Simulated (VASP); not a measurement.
# Pd (C2/m) in VASP: a series of runs

Runs on Pd. Level: PBEsol. Tasks: electric field gradients.

Program: VASP 6.6.1. These are calculated values, not measurements. Logs are shortened: lines on timing, memory, paths and dates and some standing lists are left out, and cuts for length are marked.

**1. The cell of the first run**

The structure is monoclinic, space group C2/m (No. 12). Conventional cell: a = 4.847 Å, b = 2.798 Å, c = 4.533 Å, α = 90.00°, β = 90.00°, γ = 90.00°. Within 3.0 Å of Pd (site symmetry m) lie 10 Pd at 2.28 to 2.98 Å.

**2. Electric field gradients, PBEsol (shortest bond scaled by 0.82)**

File INCAR:

```
SYSTEM = Pd
  PREC = Accurate
  ENCUT = 520
  EDIFF = 1E-8
  ISMEAR = -1
  SIGMA = 0.05
  LREAL = .FALSE.
  LASPH = .TRUE.
  NELM = 60
  ALGO = Normal
  ISIF = 2
  LWAVE = .FALSE.
  LCHARG = .FALSE.
  GGA = PS
  LEFG = .TRUE.
  NBANDS = 17
```

File KPOINTS:

```
Automatic mesh
0
G
  12 12 7
  0 0 0
```

File POSCAR:

```
Pd
1.0
    2.7983685316      0.0000000000      0.0000000000
   -1.3991842658      2.4234582375      0.0000000000
    0.0000000000      0.0000000000      4.5333570212
Pd
2
Direct
    0.2733333333      0.6366666667      0.2050000000
    0.7266666667      0.3633333333      0.7950000000
```

Potentials or basis: VASP PAW PBE potentials, release 64 (Pd).

Started as:

```bash
cat potpaw_PBE.64/Pd/POTCAR > POTCAR
mpirun -np 1 vasp_std > vasp.out
```

OUTCAR:

```text
SYSTEM = Pd
   PREC = Accurate
   ENCUT = 520
   EDIFF = 1E-8
   ISMEAR = -1
   LREAL = .FALSE.
   LASPH = .TRUE.
   NELM = 60
   ISIF = 2
   GGA = PS

 ion  position               nearest neighbor table
   1  0.273  0.637  0.205-   2 2.28   2 2.57   2 2.57   2 2.98   2 3.21   2 3.21
   2  0.727  0.363  0.795-   1 2.28   1 2.57   1 2.57   1 2.98   1 3.21   1 3.21

  LATTYP: Found a hexagonal cell.
 ALAT       =     2.7983685316
 C/A-ratio  =     1.6200000000

  Lattice vectors:

 A1 = (   2.7983685316,   0.0000000000,   0.0000000000)
 A2 = (  -1.3991842658,   2.4234582375,   0.0000000000)
 A3 = (   0.0000000000,   0.0000000000,   4.5333570212)

Analysis of symmetry for initial positions (statically):
=====================================================================
 Subroutine PRICEL returns:
 Original cell was already a primitive cell.

 Routine SETGRP: Setting up the symmetry group for a
 hexagonal supercell.

 Subroutine GETGRP returns: Found  4 space group operations
 (whereof  4 operations were pure point group operations)
 out of a pool of 24 trial point group operations.

The static configuration has the point symmetry C_2h.

Analysis of symmetry for dynamics (positions and initial velocities):
=====================================================================
 Subroutine PRICEL returns:
 Original cell was already a primitive cell.

 Routine SETGRP: Setting up the symmetry group for a
 hexagonal supercell.

 Subroutine GETGRP returns: Found  4 space group operations
 (whereof  4 operations were pure point group operations)
 out of a pool of 24 trial point group operations.

The dynamic configuration has the point symmetry C_2h.

 Subroutine INISYM returns: Found  4 space group operations
 (whereof  4 operations are pure point group operations),
 and found     1 'primitive' translations

----------------------------------------------------------------------------------------

                                     Primitive cell

  volume of cell :      30.7440

  direct lattice vectors                    reciprocal lattice vectors
     2.798368532  0.000000000  0.000000000     0.357351074  0.206316739  0.000000000
    -1.399184266  2.423458237  0.000000000     0.000000000  0.412633477  0.000000000
     0.000000000  0.000000000  4.533357021     0.000000000  0.000000000  0.220587083

  length of vectors
     2.798368532  2.798368532  4.533357021     0.412633477  0.412633477  0.220587083

  position of ions in fractional coordinates (direct lattice)
     0.273333333  0.636666667  0.205000000
     0.726666667  0.363333333  0.795000000

  ion indices of the primitive-cell ions
   primitive index   ion index
                 1           1
                 2           2

----------------------------------------------------------------------------------------

 KPOINTS: Automatic mesh

Automatic generation of k-mesh.
 Grid dimensions read from file:
 generate k-points for:   12   12    7

 Generating k-lattice:

  Cartesian coordinates                     Fractional coordinates (reciprocal lattice)
     0.029779256  0.017193062  0.000000000     0.083333333  0.000000000  0.000000000
     0.000000000  0.034386123  0.000000000     0.000000000  0.083333333  0.000000000
     0.000000000  0.000000000  0.031512440     0.000000000  0.000000000  0.142857143

  Length of vectors
     0.034386123  0.034386123  0.031512440

  Shift w.r.t. Gamma in fractional coordinates (k-lattice)
     0.000000000  0.000000000  0.000000000

 Subroutine IBZKPT returns following result:
 ===========================================

 Found    277 irreducible k-points:

 Following reciprocal coordinates:
            Coordinates               Weight
  0.000000  0.000000  0.000000      1.000000
  0.083333  0.000000  0.000000      2.000000
  0.000000  0.083333  0.000000      4.000000
  0.166667  0.000000  0.000000      2.000000
  0.000000  0.166667  0.000000      4.000000
  0.250000  0.000000  0.000000      2.000000
[... 16 lines left out ...]
 -0.083333  0.416667  0.000000      4.000000
 -0.416667  0.333333  0.000000      4.000000
 [... further k-points ...]
   k-points           NKPTS =    277   k-points in BZ     NKDIM =    277   number of bands    NBANDS=     17
   number of dos      NEDOS =    301   number of ions     NIONS =      2
   total plane-waves  NPLWV =  20736
   dimension x,y,z NGX =    24 NGY =   24 NGZ =   36
   dimension x,y,z NGXF=    48 NGYF=   48 NGZF=   72
   ions per type =               2
   NGX,Y,Z   is equivalent  to a cutoff of  14.26, 14.26, 13.20 a.u.
   NGXF,Y,Z  is equivalent  to a cutoff of  28.52, 28.52, 26.40 a.u.
 SYSTEM =  Pd
   PREC   = accura    normal or accurate (medium, high low for compatibility)
   ISTART =      0    job   : 0-new  1-cont  2-samecut
   ICHARG =      2    charge: 1-file 2-atom 10-const
   ISPIN  =      1    spin polarized calculation?
   LNONCOLLINEAR =      F non collinear calculations
   LSORBIT =      F    spin-orbit coupling
   LASPH  =      T    aspherical Exc in radial PAW
   ENCUT  =  520.0 eV  38.22 Ry    6.18 a.u.   5.20  5.20  8.43*2*pi/ulx,y,z
   NELM   =     60;   NELMIN=  2; NELMDL= -5     # of ELM steps
   EDIFF  = 0.1E-07   stopping-criterion for ELM
   LREAL  =      F    real-space projection
   EDIFFG = 0.1E-06   stopping-criterion for IOM
   NSW    =      0    number of steps for IOM
   IBRION =     -1    ionic relax: 0-MD 1-quasi-New 2-CG
   NFREE  =      0    steps in history (QN), initial steepest desc. (CG)
   ISIF   =      2    stress and relaxation
   ISYM   =      2    0-nonsym 1-usesym 2-fastsym
   POTIM  = 0.5000    time-step for ionic-motion
   TEBEG  =    0.0;   TEEND  =   0.0 temperature during run
   PSTRESS=    0.0 pullay stress
   NELECT =      20.0000    total number of electrons
   NUPDOWN=      -1.0000    fix difference up-down
   EMIN   =  10.00;   EMAX   =-10.00  energy-range for DOS
   EFERMI =   0.00;   METHOD = LEGACY
   ISMEAR =    -1;   SIGMA  =   0.05  broadening in eV -4-tet -1-fermi 0-gaus
   EFERMI_NEDOS =   21; number of points for ismear=-14 and -15
   IALGO  =     38    algorithm
   IMIX   =      4    mixing-type and parameters
     AMIX     =   0.40;   BMIX     =  1.00
     AMIX_MAG =   1.60;   BMIX_MAG =  1.00
  volume/ion in A,a.u.               =      15.37       103.74
  Fermi-wavevector in a.u.,A,eV,Ry     =   1.418507  2.680589 27.377114  2.012161
  Thomas-Fermi vector in A             =   2.539625
   LORBIT       =      0    0 simple, 1 ext, 2 COOP (PROOUT), +10 PAW based schemes
   GGA     = PS    functional components
   LHFCALC =     F    Hartree Fock is set to
   AEXX    =    0.0000 exact exchange contribution
   IVDW    =     0    specifies the selected vdW correction
   LEPSILON=     F    determine dielectric tensor
   LRPA    =     F    only Hartree local field effects (RPA)
 non-spin polarized calculation
  energy-cutoff  :      520.00
  volume of cell :       30.74
 maximum number of plane-waves:       840
 NGX is ok and might be reduce to    24
   NGX = 11   NGY = 11   NGZ = 17

 number of electron      19.9999999 magnetization

 Free energy of the ion-electron system (eV)
  ---------------------------------------------------
  ext. energy  EPLUGINS =         0.00000000
  ---------------------------------------------------
  free energy    TOTEN  =       -10.90332530 eV

  energy without entropy =      -10.86560395  energy(sigma->0) =      -10.88446462

 E-fermi :   9.1841     XC(G=0): -13.0284

 val. band max:        9.1835087236   @ k =  -0.4167  -0.3333   0.4286
 cond. band min:       9.1877695434   @ k =  -0.1667   0.4167   0.2857
 fundamental gap:      0.0042608198
 Fermi energy:         9.1841328148

 k-point     1 :       0.0000    0.0000    0.0000
  band No.  band energies     occupation
      1       2.0283      2.00000
      2       3.4835      2.00000
      3       5.3376      2.00000
      4       5.9578      2.00000
      5       6.0839      2.00000
      6       6.1189      2.00000
[... 9 lines left out ...]
     16      29.7099      0.00000
     17      30.5934      0.00000

 k-point     2 :       0.0833    0.0000    0.0000
  band No.  band energies     occupation
      1       2.2457      2.00000
      2       3.6397      2.00000
      3       5.2929      2.00000
      4       5.9162      2.00000
      5       6.0457      2.00000
      6       6.1985      2.00000
[... 9 lines left out ...]
     16      28.9764      0.00000
     17      29.5180      0.00000

 k-point     3 :       0.0000    0.0833    0.0000
  band No.  band energies     occupation
      1       2.2417      2.00000
      2       3.6100      2.00000
      3       5.2999      2.00000
      4       5.8700      2.00000
      5       6.0304      2.00000
      6       6.2511      2.00000
[... 9 lines left out ...]
     16      28.8359      0.00000
     17      29.8026      0.00000

 k-point     4 :       0.1667    0.0000    0.0000
  band No.  band energies     occupation
      1       2.8523      2.00000
      2       4.0258      2.00000
      3       5.2159      2.00000
      4       5.4785      2.00000
      5       6.1967      2.00000
      6       6.5503      2.00000
[... 9 lines left out ...]
     16      27.8703      0.00000
     17      28.4107      0.00000
[... 343 lines left out ...]
      1       3.9889      2.00000
      2       4.4626      2.00000
      3       4.5760      2.00000
      4       5.8604      2.00000
      5       6.1615      2.00000
      6       6.5651      2.00000
[... 9 lines left out ...]
     16      24.2506      0.00000
     17      24.8486      0.00000

 k-point    23 :      -0.0833    0.4167    0.0000
  band No.  band energies     occupation
      1       3.7871      2.00000
      2       4.1713      2.00000
      3       4.4131      2.00000
      4       5.4816      2.00000
      5       6.5394      2.00000
      6       6.9262      2.00000
[... 9 lines left out ...]
     16      23.9831      0.00000
     17      25.5814      0.00000

 k-point    24 :      -0.4167    0.3333    0.0000
  band No.  band energies     occupation
      1       3.8253      2.00000
      2       4.2093      2.00000
      3       4.3975      2.00000
      4       5.3738      2.00000
      5       6.6732      2.00000
      6       7.0151      2.00000
[... 9 lines left out ...]
     16      24.0595      0.00000
     17      25.4757      0.00000

 [... further k-points ...]

------------------------ aborting loop because EDIFF is reached ----------------------------------------

  FORCE on cell =-STRESS in cart. coord.  units (eV):
  Direction    XX          YY          ZZ          XY          YZ          ZX
  --------------------------------------------------------------------------------------
  -------------------------------------------------------------------------------------
  Total        1.8966617      0.2819183      4.4872157      1.3984088      1.2166666      2.1073275
  in kB       98.8416710     14.6917461    233.8444974     72.8759727     63.4047513    109.8202014
  external PRESSURE =     115.7926382 kB  Pullay stress =       0.0000000 kB

 VOLUME and BASIS-vectors are now :
 -----------------------------------------------------------------------------
  energy-cutoff  :      520.00
  volume of cell :       30.74
      direct lattice vectors                 reciprocal lattice vectors
     2.798368532  0.000000000  0.000000000     0.357351074  0.206316739  0.000000000
    -1.399184266  2.423458237  0.000000000     0.000000000  0.412633477  0.000000000
     0.000000000  0.000000000  4.533357021     0.000000000  0.000000000  0.220587083

 POSITION                                       TOTAL-FORCE (eV/Angst)
 -----------------------------------------------------------------------------------
     -0.12593      1.54294      0.92934         1.253290      0.723588      4.588176
      1.52511      0.88052      3.60402        -1.253290     -0.723588     -4.588176
 -----------------------------------------------------------------------------------
    total drift:                               -0.000000      0.000000      0.000000

  FREE ENERGIE OF THE ION-ELECTRON SYSTEM (eV)
  ---------------------------------------------------
  free  energy   TOTEN  =       -10.9033252999 eV

  energy  without entropy=      -10.8656039465  energy(sigma->0) =      -10.88446462

 Electric field gradients (V/A^2)
---------------------------------------------------------------------
 ion       V_xx      V_yy      V_zz      V_xy      V_xz      V_yz
---------------------------------------------------------------------
   1      -3.323    -7.827    11.150     3.900    29.646    17.116
   2      -3.323    -7.827    11.150     3.900    29.646    17.116
---------------------------------------------------------------------

 Electric field gradients after diagonalization (V/A^2)
 (convention: |V_zz| > |V_xx| > |V_yy|)
----------------------------------------------------------------------
 ion       V_xx      V_yy      V_zz     asymmetry (V_yy - V_xx)/ V_zz
----------------------------------------------------------------------
   1     -29.735   -10.078    39.813       0.494
   2     -29.735   -10.078    39.813       0.494
----------------------------------------------------------------------

           NMR quadrupolar parameters

 Cq : quadrupolar parameter    Cq=e*Q*V_zz/h
 eta: asymmetry parameters     (V_yy - V_xx)/ V_zz
 Q  : nuclear electric quadrupole moment in mb (millibarn)
----------------------------------------------------------------------
 ion       Cq(MHz)       eta       Q (mb)
----------------------------------------------------------------------
   1       0.096       0.494       1.000
   2       0.096       0.494       1.000
----------------------------------------------------------------------
```

It took 41 s on 1 thread of Intel Xeon 6975P-C (Granite Rapids), shared host; peak memory 0.24 GiB.

What came out:

* Free energy: -10.9033 eV
* Pressure: 11.6 GPa
* Largest force: 4.811 eV/Å
* Band gap on the k mesh: zero (bands 10 and 11 overlap by 0.74 eV)
* Largest electric field gradient by atom: Pd +39.8 V/Å²

Forces in eV/Å, atoms in the order of the input:
```
Pd   1.253  0.724  4.588
Pd  -1.253 -0.724 -4.588
```

Levels at points of the mesh, in eV from the Fermi level:
```csv
k point,band 8,band 9,band 10,band 11,band 12,band 13
"(0.00, 0.00, 0.00)",-1.82,-1.07,-0.65,0.20,1.43,5.97
"(0.50, 0.00, 0.00)",-0.64,-0.11,0.20,3.08,3.30,9.08
"(0.00, 0.50, 0.00)",-0.39,-0.25,0.16,1.86,4.56,7.70
```

Electric field gradients, principal values (V/Å²):
```
atom    least   middle  greatest (by size)
1 Pd  -10.078  -29.735              39.813
2 Pd  -10.078  -29.735              39.813
```

Caveat: the cell differs from its parent crystal (shortest bond scaled by 0.82); the stress differs along the axes, from 1 to 23 GPa; without QUAD_EFG the Cq values of the log hold for a quadrupole moment of 1 mb, not for the nuclei; the PAW data sets were made with another functional, which shifts forces and pressure a little.

**3. Electric field gradients, PBEsol (shortest bond scaled by 0.76)**

File INCAR:

```
SYSTEM = Pd
PREC = Accurate
ENCUT = 520
EDIFF = 1E-8
ISMEAR = -1
SIGMA = 0.05
LREAL = .FALSE.
LASPH = .TRUE.
NELM = 60
ALGO = Normal
ISIF = 2
LWAVE = .FALSE.
LCHARG = .FALSE.
GGA = PS
LEFG = .TRUE.
NBANDS = 17
```

KPOINTS is that of step 2.

File POSCAR:

```
Pd
1.0
    2.7983685316      0.0000000000      0.0000000000
   -1.3991842658      2.4234582375      0.0000000000
    0.0000000000      0.0000000000      4.5333570212
Pd
2
Direct
    0.2533333333      0.6266666667      0.1900000000
    0.7466666667      0.3733333333      0.8100000000
```

Potentials or basis: VASP PAW PBE potentials, release 64 (Pd).

Started as:

```bash
cat potpaw_PBE.64/Pd/POTCAR > POTCAR
mpirun -np 1 vasp_std > vasp.out
```

OUTCAR:

```text
SYSTEM = Pd
   PREC = Accurate
   ENCUT = 520
   EDIFF = 1E-8
   ISMEAR = -1
   LREAL = .FALSE.
   LASPH = .TRUE.
   NELM = 60
   ISIF = 2
   GGA = PS

 ion  position               nearest neighbor table
   1  0.253  0.627  0.190-   2 2.12   2 2.52   2 2.52   2 3.07   2 3.36   2 3.36
   2  0.747  0.373  0.810-   1 2.12   1 2.52   1 2.52   1 3.07   1 3.36   1 3.36

  LATTYP: Found a hexagonal cell.
 ALAT       =     2.7983685316
 C/A-ratio  =     1.6200000000

  Lattice vectors:

 A1 = (   2.7983685316,   0.0000000000,   0.0000000000)
 A2 = (  -1.3991842658,   2.4234582375,   0.0000000000)
 A3 = (   0.0000000000,   0.0000000000,   4.5333570212)

Analysis of symmetry for initial positions (statically):
=====================================================================
 Subroutine PRICEL returns:
 Original cell was already a primitive cell.

 Routine SETGRP: Setting up the symmetry group for a
 hexagonal supercell.
[... 669 lines left out ...]
  volume of cell :       30.74
      direct lattice vectors                 reciprocal lattice vectors
     2.798368532  0.000000000  0.000000000     0.357351074  0.206316739  0.000000000
    -1.399184266  2.423458237  0.000000000     0.000000000  0.412633477  0.000000000
     0.000000000  0.000000000  4.533357021     0.000000000  0.000000000  0.220587083

 POSITION                                       TOTAL-FORCE (eV/Angst)
 -----------------------------------------------------------------------------------
     -0.16790      1.51870      0.86134         2.919312      1.685466      8.205780
      1.56709      0.90476      3.67202        -2.919312     -1.685466     -8.205780
 -----------------------------------------------------------------------------------
    total drift:                                0.000000     -0.000000      0.000000

  FREE ENERGIE OF THE ION-ELECTRON SYSTEM (eV)
  ---------------------------------------------------
  free  energy   TOTEN  =        -9.8337018004 eV

  energy  without entropy=       -9.8061168366  energy(sigma->0) =       -9.81990932

 Electric field gradients (V/A^2)
---------------------------------------------------------------------
 ion       V_xx      V_yy      V_zz      V_xy      V_xz      V_yz
---------------------------------------------------------------------
   1      -1.467   -20.165    21.632    16.194    50.815    29.338
   2      -1.467   -20.165    21.632    16.194    50.815    29.338
---------------------------------------------------------------------

 Electric field gradients after diagonalization (V/A^2)
 (convention: |V_zz| > |V_xx| > |V_yy|)
----------------------------------------------------------------------
 ion       V_xx      V_yy      V_zz     asymmetry (V_yy - V_xx)/ V_zz
----------------------------------------------------------------------
   1     -44.321   -29.515    73.835       0.201
   2     -44.321   -29.515    73.835       0.201
----------------------------------------------------------------------

           NMR quadrupolar parameters

 Cq : quadrupolar parameter    Cq=e*Q*V_zz/h
 eta: asymmetry parameters     (V_yy - V_xx)/ V_zz
 Q  : nuclear electric quadrupole moment in mb (millibarn)
----------------------------------------------------------------------
 ion       Cq(MHz)       eta       Q (mb)
----------------------------------------------------------------------
   1       0.179       0.201       1.000
   2       0.179       0.201       1.000
----------------------------------------------------------------------
```

Run time: 41 s. Hardware: 1 thread of Intel Xeon 6975P-C (Granite Rapids), shared host; peak memory 0.24 GiB.

What came out:

- Free energy: -9.8337 eV
- Pressure: 30.7 GPa
- Largest force: 8.871 eV/Å
- Band gap on the k mesh: zero (bands 10 and 11 overlap by 0.85 eV)
- Largest electric field gradient by atom: Pd +73.8 V/Å²

Forces in eV/Å, atoms in the order of the input:
```
Pd   2.919  1.685  8.206
Pd  -2.919 -1.685 -8.206
```

Electric field gradients, principal values (V/Å²):
```csv
atom,least,middle,greatest (by size)
1 Pd,-29.515,-44.321,73.835
2 Pd,-29.515,-44.321,73.835
```

Caveat: the cell differs from its parent crystal (shortest bond scaled by 0.76); the stress differs along the axes, from 11 to 54 GPa; without QUAD_EFG the Cq values of the log hold for a quadrupole moment of 1 mb, not for the nuclei; the PAW data sets were made with another functional, which shifts forces and pressure a little.

[end of part 1 of 2]
